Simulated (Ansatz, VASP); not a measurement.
## One calculation of Sb, two programs

File INCAR:

```
SYSTEM = Sb
  PREC = Accurate
  ENCUT = 520
  EDIFF = 1E-7
  ISMEAR = 0
  SIGMA = 0.1
  LREAL = .False.
  LASPH = .True.
  NELM = 60
  ALGO = Normal
  ISIF = 2
  LWAVE = .False.
  LCHARG = .False.
  GGA = PE
  NBANDS = 12
```

Contents of KPOINTS:

```
regular mesh
0
Gamma
  14 10 10
  0 0 0
```

POSCAR

```
Sb
1.0
    3.1493795533      0.0000000000      0.0041527947
    0.0000000000      4.4431199208      0.0000000000
   -0.0333914424      0.0000000000      4.5172682986
Sb
2
Direct
    0.9159146344      0.7500000000      0.7821621730
    0.0840853656      0.2500000000      0.2178378270
```

Input for Ansatz:

```yaml
crystal:
  lattice:
    - [3.1493795533, 0.0, 0.0041527947]
    - [0.0, 4.4431199208, 0.0]
    - [-0.0333914424, 0.0, 4.5172682986]
  atoms:
    - { symbol: Sb, position: [0.9159146344, 0.75, 0.782162173] }
    - { symbol: Sb, position: [0.0840853656, 0.25, 0.217837827] }
basis:
  ecutwfc: 420
kpoints:
  mp_grid: { grid: [14, 10, 10] }
hamiltonian:
  xc: pbe
scf:
  occupations: { method: gaussian, width: 0.1 }
output:
  forces: true
  stress: true
  eigenvalues: true
```

Alike in both runs: task single point; functional PBE; k mesh 14 × 10 × 10; occupations gaussian, width 0.1 eV; no spin polarisation.

|  | VASP | Ansatz |
| --- | --- | --- |
| version | VASP 6.6.1 | Ansatz 0.2.0 |
| potentials or method | VASP PAW PBE potentials, release 64 (Sb), cutoff 520 eV | scalar-relativistic, plane waves, PAW |
| valence electrons in the cell | 10 | 30 |

```tsv
	VASP	Ansatz	Ansatz less VASP
gap on the k mesh at the Fermi level (eV)	none	none	-
pressure (GPa)	-1.3	-1.3	+0.02
traceless stress, the component that is largest in VASP (GPa)	1.64	1.67	+0.031
rms of the force components (eV/Å)	0.193	0.192	-0.0014
```

Atom by atom the forces differ by 0.008 eV/Å (rms over components). A gap of «none» marks a metal or a gap that the smearing closes. With one functional, cell and mesh, what is left measures potentials, basis and numerics. VASP's potentials hold 10 valence electrons a cell and Ansatz's 30, so a difference there can come from the potentials and not from the codes.

Neither program's run includes spin-orbit coupling.
